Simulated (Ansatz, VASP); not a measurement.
# SnTe in VASP and in Ansatz

The input INCAR:

```
SYSTEM = SnTe
ALGO     = Normal         ! electronic algorithm
EDIFF    = 1E-6           ! SCF threshold, eV
ENCUT    = 520            ! plane-wave cutoff, eV
GGA      = PE             ! functional
ISIF     = 2              ! what is computed and relaxed
ISMEAR   = 0              ! smearing method
LASPH    = .TRUE.         ! aspherical terms in the spheres
LCHARG   = .TRUE.         ! write CHGCAR
LELF     = .TRUE.         ! ELF
LREAL    = .FALSE.        ! projectors in reciprocal space
LVHAR    = .TRUE.       
LWAVE    = .FALSE.        ! write WAVECAR
NBANDS   = 17             ! bands
NELM     = 80             ! most SCF steps
PREC     = Accurate       ! precision mode
SIGMA    = 0.03           ! smearing width, eV
```

The input KPOINTS:

```
k-points
0
G
  10 10 10
  0 0 0
```

POSCAR

```
SnTe
1.0
    0.0000000000      3.4090200000      3.4090200000
    3.4090200000      0.0000000000      3.4090200000
    3.4090200000      3.4090200000      0.0000000000
Sn Te
1 1
Direct
    0.0000000000      0.0000000000      0.0000000000
    0.5000000000      0.5000000000      0.5000000000
```

Input for Ansatz:

```yaml
crystal:
  lattice:
    - [0.0, 3.40902, 3.40902]
    - [3.40902, 0.0, 3.40902]
    - [3.40902, 3.40902, 0.0]
  atoms:
    - { symbol: Sn, position: [0.0, 0.0, 0.0] }
    - { symbol: Te, position: [0.5, 0.5, 0.5] }
basis:
  ecutwfc: 420
kpoints:
  mp_grid: { grid: [10, 10, 10] }
hamiltonian:
  xc: pbe
scf:
  occupations: { method: gaussian, width: 0.03 }
output:
  forces: true
  stress: true
  eigenvalues: true
```

Change from the starting cell: strain +0.080 along x and y, +0.080 along z, atoms carried along.

Alike in both runs: task single point; functional PBE; k mesh 10 × 10 × 10; occupations gaussian, width 0.03 eV; no spin polarisation.

```csv
,VASP,Ansatz
version,VASP 6.6.1,Ansatz 0.2.0
potentials or method,"VASP PAW PBE potentials, release 64 (Sn_d, Te), cutoff 520 eV","scalar-relativistic, plane waves, PAW"
valence electrons in the cell,20,30
```

```tsv
	VASP	Ansatz	Ansatz less VASP
gap on the k mesh at the Fermi level (eV)	0.47	0.47	+0.001
least direct gap on the mesh (eV)	0.47	0.47	+0.001
pressure (GPa)	-5.0	-5.0	+0.04
```

VASP's potentials hold 20 valence electrons a cell and Ansatz's 30, so a difference there can come from the potentials and not from the codes.

Spin-orbit coupling is off throughout.
